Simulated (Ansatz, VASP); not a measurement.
## One calculation of BP, two programs

Contents of INCAR:

```
ALGO = Normal ; EDIFF = 1E-6
ENCUT = 500 ; GGA_COMPAT = F
ISIF = 2 ; ISMEAR = -1
LASPH = T ; LCHARG = F
LREAL = F ; LWAVE = F
NBANDS = 11 ; NELM = 120
PREC = Accurate ; SIGMA = 0.1
```

KPOINTS

```
k-points
0
Gamma
  15 15 15
```

POSCAR

```
BP
1.0
    0.0000000000      1.9115662414      1.9115662414
    1.9115662414      0.0000000000      1.9115662414
    1.9115662414      1.9115662414      0.0000000000
B P
1 1
Direct
    0.0000000000      0.0000000000      0.0000000000
    0.5000000000      0.5000000000      0.5000000000
```

Input for Ansatz:

```yaml
crystal:
  lattice:
    - [0.0, 1.9115662414, 1.9115662414]
    - [1.9115662414, 0.0, 1.9115662414]
    - [1.9115662414, 1.9115662414, 0.0]
  atoms:
    - { symbol: B, position: [0.0, 0.0, 0.0] }
    - { symbol: P, position: [0.5, 0.5, 0.5] }
kpoints:
  mp_grid: { grid: [15, 15, 15] }
scf:
  occupations: { method: fermi_dirac, width: 0.1 }
hamiltonian:
  xc: lda
  pseudopotentials: { kind: all_electron, lapw: { basis_error: 0.001 } }
output:
  forces: true
  stress: true
  eigenvalues: true
  populations: true
```

Change from the starting cell: volume scaled by 0.72, LAPW.

Alike in both runs: task single point; functional LDA; k mesh 15 × 15 × 15; occupations fermi-dirac, width 0.1 eV; no spin polarisation.

|  | VASP | Ansatz |
| --- | --- | --- |
| version | VASP 6.6.1 | Ansatz 0.2.0 |
| potentials or method | VASP PAW LDA potentials, release 64 (B, P), cutoff 500 eV | all-electron LAPW, scalar-relativistic |

|  | VASP | Ansatz | Ansatz less VASP |
| --- | --- | --- | --- |
| pressure (GPa) | 103.5 | 103.9 | +0.45 |

LDA's correlation is that of Perdew and Zunger in VASP and of Perdew and Wang (1992) in Ansatz. Both programs put the cell under a high pressure, so it lies far from rest at this level. Ansatz ran all-electron here, and VASP with PAW potentials.

Noted on VASP's run: the cell as given lies far from equilibrium.
